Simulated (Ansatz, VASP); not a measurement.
## Two plane-wave programs on Sn3Mo2

File INCAR:

```
PREC = Accurate
ENCUT = 520
EDIFF = 1E-6
ISMEAR = 0
SIGMA = 0.1
LREAL = F
LASPH = T
NELM = 100
ALGO = Fast
ISIF = 2
LWAVE = F
LCHARG = F
GGA = PE
NBANDS = 43
```

Contents of KPOINTS:

```
regular mesh
0
Gamma
  4 4 4
```

File POSCAR:

```
Sn3Mo2
1.0
    4.2027113900      0.0000000000      0.0000000000
    0.0000000000      4.2027113900      0.0000000000
    0.0000000000      0.0000000000      6.1900846700
Sn Mo
3 2
Direct
    0.5000000000      0.0000000000      0.9934612500
    0.0000000000      0.5000000000      0.9934612500
    0.0000000000      0.0000000000      0.2721384500
    0.0000000000      0.0000000000      0.7211286400
    0.5000000000      0.5000000000      0.2898103300
```

Input for Ansatz:

```yaml
crystal:
  lattice:
    - [4.20271139, 0.0, 0.0]
    - [0.0, 4.20271139, 0.0]
    - [0.0, 0.0, 6.19008467]
  atoms:
    - { symbol: Sn, position: [0.5, 0.0, 0.99346125] }
    - { symbol: Sn, position: [0.0, 0.5, 0.99346125] }
    - { symbol: Sn, position: [0.0, 0.0, 0.27213845] }
    - { symbol: Mo, position: [0.0, 0.0, 0.72112864] }
    - { symbol: Mo, position: [0.5, 0.5, 0.28981033] }
basis:
  ecutwfc: 420
kpoints:
  mp_grid: { grid: [4, 4, 4] }
hamiltonian:
  xc: pbe
scf:
  occupations: { method: gaussian, width: 0.1 }
  lower_state_search: "off"
output:
  forces: true
  stress: true
  eigenvalues: true
```

Change from the starting cell: species swapped into the Cu3Te2 type (P4mm, No. 99).

Alike in both runs: task single point; functional PBE; k mesh 4 × 4 × 4; occupations gaussian, width 0.1 eV; no spin polarisation.

|  | VASP | Ansatz |
| --- | --- | --- |
| version | VASP 6.6.1 | Ansatz 0.2.0 |
| potentials or method | VASP PAW PBE potentials, release 64 (Sn_d, Mo_sv), cutoff 520 eV | scalar-relativistic, plane waves, PAW |
| valence electrons in the cell | 70 | 70 |

Ansatz gave:

- gap on the k mesh at the Fermi level (eV): none
- pressure (GPa): 15.2
- traceless stress, the component that is largest in VASP (GPa): 2.69
- rms of the force components (eV/Å): 1.828

**Question.** Estimate VASP's values.

**Answer.** gap on the k mesh at the Fermi level (eV): none; pressure (GPa): 15.4; traceless stress, the component that is largest in VASP (GPa): 2.63; rms of the force components (eV/Å): 1.830.

Atom by atom the forces differ by 0.002 eV/Å (rms over components). A gap of «none» marks a metal or a gap that the smearing closes.

The k mesh is coarse, so the values compare programs but aren't converged.
